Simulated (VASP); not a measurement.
# SbTe2O3 (P6/mmm) in VASP: a series of runs

Runs on SbTe2O3. Level: PBE. Tasks: single point, relaxation of cell and atoms.

Program: VASP 6.6.1. These are calculated values, not measurements. Logs are shortened: lines on timing, memory, paths and dates and some standing lists are left out, and cuts for length are marked.

### Step 1. The cell of the first run

The structure is hexagonal, space group P6/mmm (No. 191). The conventional cell has a = 5.760 Å, b = 5.760 Å, c = 3.367 Å, α = 90.00°, β = 90.00°, γ = 120.00°. Sb (site symmetry 6/mmm) has 6 Te at 3.33 Å and 12 O at 3.34 Å and 2 Sb at 3.37 Å within 4.4 Å. Within 3.1 Å of Te (site symmetry -6m2) lie 6 O at 2.37 Å. O (site symmetry mmm) has 4 Te at 2.37 Å and 4 O at 2.88 Å within 3.1 Å.

### Step 2. Single point, PBE

File INCAR:

```
PREC = Accurate
ENCUT = 520
EDIFF = 1E-6
ISMEAR = 0
SIGMA = 0.1
LREAL = False
LASPH = True
NELM = 100
ALGO = Normal
ISIF = 2
LWAVE = False
LCHARG = False
GGA = PE
NBANDS = 26
```

File KPOINTS:

```
Automatic mesh
0
Gamma
  6 6 12
```

File POSCAR:

```
SbTe2O3
1.0
    5.7602736150      0.0000000000      0.0000000000
   -2.8801368075      4.9885432833      0.0000000000
    0.0000000000      0.0000000000      3.3674915793
Sb Te O
1 2 3
Direct
    0.0000000000      0.0000000000      0.0000000000
    0.3333333333      0.6666666667      0.0000000000
    0.6666666667      0.3333333333      0.0000000000
    0.5000000000      0.0000000000      0.5000000000
    0.5000000000      0.5000000000      0.5000000000
    0.0000000000      0.5000000000      0.5000000000
```

Potentials or basis: VASP PAW PBE potentials, release 64 (Sb, Te, O).

On the command line:

```console
cat potpaw_PBE.64/Sb/POTCAR potpaw_PBE.64/Te/POTCAR potpaw_PBE.64/O/POTCAR > POTCAR
mpirun -np 1 vasp_std > vasp.out
```

OUTCAR:

```text
PREC = Accurate
   ENCUT = 520
   EDIFF = 1E-6
   ISMEAR = 0
   LREAL = False
   LASPH = True
   NELM = 100
   ISIF = 2
   GGA = PE

 ion  position               nearest neighbor table
   1  0.000  0.000  0.000-   2 3.33   3 3.33   2 3.33   3 3.33   3 3.33   2 3.33
   2  0.333  0.667  0.000-   4 2.37   4 2.37   6 2.37   6 2.37   5 2.37   5 2.37   3 3.33   1 3.33
                             3 3.33   1 3.33   1 3.33   3 3.33
   3  0.667  0.333  0.000-   4 2.37   4 2.37   6 2.37   6 2.37   5 2.37   5 2.37   2 3.33   1 3.33
                             2 3.33   1 3.33   1 3.33   2 3.33
   4  0.500  0.000  0.500-   2 2.37   3 2.37   2 2.37   3 2.37
   5  0.500  0.500  0.500-   2 2.37   3 2.37   2 2.37   3 2.37
   6  0.000  0.500  0.500-   2 2.37   3 2.37   2 2.37   3 2.37

  LATTYP: Found a hexagonal cell.
 ALAT       =     5.7602736150
 C/A-ratio  =     0.5846061844

  Lattice vectors:

 A1 = (   5.7602736150,   0.0000000000,   0.0000000000)
 A2 = (  -2.8801368075,   4.9885432833,   0.0000000000)
 A3 = (   0.0000000000,   0.0000000000,   3.3674915793)

Analysis of symmetry for initial positions (statically):
=====================================================================
 Subroutine PRICEL returns:
 Original cell was already a primitive cell.

 Routine SETGRP: Setting up the symmetry group for a
 hexagonal supercell.

 Subroutine GETGRP returns: Found 24 space group operations
 (whereof 24 operations were pure point group operations)
 out of a pool of 24 trial point group operations.

The static configuration has the point symmetry D_6h.

Analysis of symmetry for dynamics (positions and initial velocities):
=====================================================================
 Subroutine PRICEL returns:
 Original cell was already a primitive cell.

 Routine SETGRP: Setting up the symmetry group for a
 hexagonal supercell.

 Subroutine GETGRP returns: Found 24 space group operations
 (whereof 24 operations were pure point group operations)
 out of a pool of 24 trial point group operations.

The dynamic configuration has the point symmetry D_6h.

 Subroutine INISYM returns: Found 24 space group operations
 (whereof 24 operations are pure point group operations),
 and found     1 'primitive' translations

----------------------------------------------------------------------------------------

                                     Primitive cell

  volume of cell :      96.7661

  direct lattice vectors                    reciprocal lattice vectors
     5.760273615  0.000000000  0.000000000     0.173602865  0.100229661  0.000000000
    -2.880136808  4.988543283  0.000000000     0.000000000  0.200459321  0.000000000
     0.000000000  0.000000000  3.367491579     0.000000000  0.000000000  0.296956942

  length of vectors
     5.760273615  5.760273615  3.367491579     0.200459321  0.200459321  0.296956942

  position of ions in fractional coordinates (direct lattice)
     0.000000000  0.000000000  0.000000000
     0.333333333  0.666666667  0.000000000
     0.666666667  0.333333333  0.000000000
     0.500000000  0.000000000  0.500000000
     0.500000000  0.500000000  0.500000000
     1.000000000  0.500000000  0.500000000

  ion indices of the primitive-cell ions
   primitive index   ion index
                 1           1
                 2           2
                 3           3
                 4           4
                 5           5
                 6           6

----------------------------------------------------------------------------------------

 KPOINTS: Automatic mesh

Automatic generation of k-mesh.
 Grid dimensions read from file:
 generate k-points for:    6    6   12

 Generating k-lattice:

  Cartesian coordinates                     Fractional coordinates (reciprocal lattice)
     0.028933811  0.016704943  0.000000000     0.166666667 -0.000000000  0.000000000
     0.000000000  0.033409887  0.000000000     0.000000000  0.166666667  0.000000000
     0.000000000  0.000000000  0.024746412     0.000000000  0.000000000  0.083333333

  Length of vectors
     0.033409887  0.033409887  0.024746412

  Shift w.r.t. Gamma in fractional coordinates (k-lattice)
     0.000000000  0.000000000  0.000000000

 Subroutine IBZKPT returns following result:
 ===========================================

 Found     49 irreducible k-points:

 Following reciprocal coordinates:
            Coordinates               Weight
  0.000000  0.000000  0.000000      1.000000
  0.166667  0.000000  0.000000      6.000000
  0.333333  0.000000  0.000000      6.000000
  0.500000 -0.000000  0.000000      3.000000
  0.166667  0.166667  0.000000      6.000000
  0.333333  0.166667  0.000000     12.000000
[... 16 lines left out ...]
  0.166667  0.000000  0.250000     12.000000
  0.333333  0.000000  0.250000     12.000000
 [... further k-points ...]
   k-points           NKPTS =     49   k-points in BZ     NKDIM =     49   number of bands    NBANDS=     26
   number of dos      NEDOS =    301   number of ions     NIONS =      6
   total plane-waves  NPLWV =  64512
   dimension x,y,z NGX =    48 NGY =   48 NGZ =   28
   dimension x,y,z NGXF=    96 NGYF=   96 NGZF=   56
   ions per type =               1   2   3
   NGX,Y,Z   is equivalent  to a cutoff of  13.85, 13.85, 13.82 a.u.
   NGXF,Y,Z  is equivalent  to a cutoff of  27.71, 27.71, 27.65 a.u.
 SYSTEM =  unknown system
   PREC   = accura    normal or accurate (medium, high low for compatibility)
   ISTART =      0    job   : 0-new  1-cont  2-samecut
   ICHARG =      2    charge: 1-file 2-atom 10-const
   ISPIN  =      1    spin polarized calculation?
   LNONCOLLINEAR =      F non collinear calculations
   LSORBIT =      F    spin-orbit coupling
   LASPH  =      T    aspherical Exc in radial PAW
   ENCUT  =  520.0 eV  38.22 Ry    6.18 a.u.  10.71 10.71  6.26*2*pi/ulx,y,z
   NELM   =    100;   NELMIN=  2; NELMDL= -5     # of ELM steps
   EDIFF  = 0.1E-05   stopping-criterion for ELM
   LREAL  =      F    real-space projection
   EDIFFG = 0.1E-04   stopping-criterion for IOM
   NSW    =      0    number of steps for IOM
   IBRION =     -1    ionic relax: 0-MD 1-quasi-New 2-CG
   NFREE  =      0    steps in history (QN), initial steepest desc. (CG)
   ISIF   =      2    stress and relaxation
   ISYM   =      2    0-nonsym 1-usesym 2-fastsym
   POTIM  = 0.5000    time-step for ionic-motion
   TEBEG  =    0.0;   TEEND  =   0.0 temperature during run
   PSTRESS=    0.0 pullay stress
   NELECT =      35.0000    total number of electrons
   NUPDOWN=      -1.0000    fix difference up-down
   EMIN   =  10.00;   EMAX   =-10.00  energy-range for DOS
   EFERMI =   0.00;   METHOD = LEGACY
   ISMEAR =     0;   SIGMA  =   0.10  broadening in eV -4-tet -1-fermi 0-gaus
   EFERMI_NEDOS =   21; number of points for ismear=-14 and -15
   IALGO  =     38    algorithm
   IMIX   =      4    mixing-type and parameters
     AMIX     =   0.40;   BMIX     =  1.00
     AMIX_MAG =   1.60;   BMIX_MAG =  1.00
  volume/ion in A,a.u.               =      16.13       108.84
  Fermi-wavevector in a.u.,A,eV,Ry     =   1.166424  2.204221 18.511333  1.360545
  Thomas-Fermi vector in A             =   2.302937
   LORBIT       =      0    0 simple, 1 ext, 2 COOP (PROOUT), +10 PAW based schemes
   GGA     = PE    functional components
   LHFCALC =     F    Hartree Fock is set to
   AEXX    =    0.0000 exact exchange contribution
   IVDW    =     0    specifies the selected vdW correction
   LEPSILON=     F    determine dielectric tensor
   LRPA    =     F    only Hartree local field effects (RPA)
 non-spin polarized calculation
 Gauss-broadening in eV      SIGMA  =   0.10
  energy-cutoff  :      520.00
  volume of cell :       96.77
 maximum number of plane-waves:      2659
 NGX is ok and might be reduce to    48
   NGX = 21   NGY = 21   NGZ = 13

 number of electron      34.9999997 magnetization

 Free energy of the ion-electron system (eV)
  ---------------------------------------------------
  ext. energy  EPLUGINS =         0.00000000
  ---------------------------------------------------
  free energy    TOTEN  =       -25.77788724 eV

  energy without entropy =      -25.76784934  energy(sigma->0) =      -25.77286829

 E-fermi :   8.3170     XC(G=0): -10.8751

 val. band max:        8.3119362324   @ k =   0.3333   0.3333   0.1667
 cond. band min:       8.3467759344   @ k =   0.3333   0.0000   0.2500
 fundamental gap:      0.0348397020
 Fermi energy:         8.3170407167

 k-point     1 :       0.0000    0.0000    0.0000
  band No.  band energies     occupation
      1     -11.5945      2.00000
      2      -9.9005      2.00000
      3      -9.9005      2.00000
      4      -4.5433      2.00000
      5      -2.1586      2.00000
      6      -0.1195      2.00000
[... 18 lines left out ...]
     25      14.1343      0.00000
     26      17.2691      0.00000

 k-point     2 :       0.1667    0.0000    0.0000
  band No.  band energies     occupation
      1     -11.5177      2.00000
      2     -10.0418      2.00000
      3      -9.9036      2.00000
      4      -4.3319      2.00000
      5      -2.1763      2.00000
      6      -0.6061      2.00000
[... 18 lines left out ...]
     25      14.7324      0.00000
     26      17.4390      0.00000

 k-point     3 :       0.3333    0.0000    0.0000
  band No.  band energies     occupation
      1     -11.3094      2.00000
      2     -10.3698      2.00000
      3      -9.9097      2.00000
      4      -3.8247      2.00000
      5      -2.3018      2.00000
      6      -1.2533      2.00000
[... 18 lines left out ...]
     25      15.4783      0.00000
     26      16.2647      0.00000

 k-point     4 :       0.5000   -0.0000    0.0000
  band No.  band energies     occupation
      1     -11.1290      2.00000
      2     -10.6063      2.00000
      3      -9.9128      2.00000
      4      -3.4506      2.00000
      5      -2.5165      2.00000
      6      -1.4794      2.00000
[... 18 lines left out ...]
     25      15.3044      0.00000
     26      15.9874      0.00000
[... 496 lines left out ...]
      1     -11.1625      2.00000
      2      -9.7190      2.00000
      3      -9.7190      2.00000
      4      -3.8603      2.00000
      5      -3.7674      2.00000
      6       0.1858      2.00000
[... 18 lines left out ...]
     25      16.6652      0.00000
     26      17.5313      0.00000

 k-point    23 :       0.1667    0.0000    0.2500
  band No.  band energies     occupation
      1     -11.0935      2.00000
      2      -9.8304      2.00000
      3      -9.7211      2.00000
      4      -3.7873      2.00000
      5      -3.6708      2.00000
      6      -0.1285      2.00000
[... 18 lines left out ...]
     25      17.1000      0.00000
     26      17.3114      0.00000

 k-point    24 :       0.3333    0.0000    0.2500
  band No.  band energies     occupation
      1     -10.9080      2.00000
      2     -10.0971      2.00000
      3      -9.7253      2.00000
      4      -3.6083      2.00000
      5      -3.4944      2.00000
      6      -0.6812      2.00000
[... 18 lines left out ...]
     25      16.3319      0.00000
     26      16.8489      0.00000

 [... further k-points ...]
[... 5 lines left out ...]
  --------------------------------------------------------------------------------------
  -------------------------------------------------------------------------------------
  Total       -0.2455782     -0.2455782     -0.4221475      0.0000000     -0.0000000      0.0000000
  in kB       -4.0660910     -4.0660910     -6.9895857      0.0000000     -0.0000000      0.0000000
  external PRESSURE =      -5.0405892 kB  Pullay stress =       0.0000000 kB

 VOLUME and BASIS-vectors are now :
 -----------------------------------------------------------------------------
  energy-cutoff  :      520.00
  volume of cell :       96.77
      direct lattice vectors                 reciprocal lattice vectors
     5.760273615  0.000000000  0.000000000     0.173602865  0.100229661  0.000000000
    -2.880136808  4.988543283  0.000000000     0.000000000  0.200459321  0.000000000
     0.000000000  0.000000000  3.367491579     0.000000000  0.000000000  0.296956942

 POSITION                                       TOTAL-FORCE (eV/Angst)
 -----------------------------------------------------------------------------------
      0.00000      0.00000      0.00000         0.000000      0.000000      0.000000
     -0.00000      3.32570      0.00000         0.000000      0.000000      0.000000
      2.88014      1.66285      0.00000        -0.000000      0.000000      0.000000
      2.88014      0.00000      1.68375         0.000000      0.000000      0.000000
      1.44007      2.49427      1.68375         0.000000      0.000000      0.000000
     -1.44007      2.49427      1.68375         0.000000      0.000000      0.000000
 -----------------------------------------------------------------------------------
    total drift:                               -0.000000      0.000000     -0.000000

  FREE ENERGIE OF THE ION-ELECTRON SYSTEM (eV)
  ---------------------------------------------------
  free  energy   TOTEN  =       -25.7778872393 eV

  energy  without entropy=      -25.7678493412  energy(sigma->0) =      -25.77286829
```

Wall time 2.6 min (1 thread of AMD EPYC 9R45 (Zen 5), shared host); peak memory 0.28 GiB.

Results:

```
Free energy : -25.7779 eV
Pressure    : -0.5 GPa
```

Levels at points of the mesh, in eV from the Fermi level:
```csv
k point,band 16,band 17,band 18,band 19,band 20,band 21
"(0.00, 0.00, 0.00)",-2.04,-1.45,0.19,0.19,0.99,3.95
"(0.50, 0.00, 0.00)",-1.32,-0.47,0.91,1.79,2.07,2.46
"(0.00, 0.00, 0.50)",-2.50,-1.82,-0.44,-0.37,2.42,2.42
"(0.50, 0.00, 0.50)",-1.03,-0.89,-0.14,0.39,1.89,2.11
```

Caveat: spin-orbit coupling is left out, which moves the levels of the heavy elements; an odd number of electrons without spin polarisation forces a metal; a magnetic or distorted state may lie lower.

(Part 1 of 2 ends here.)
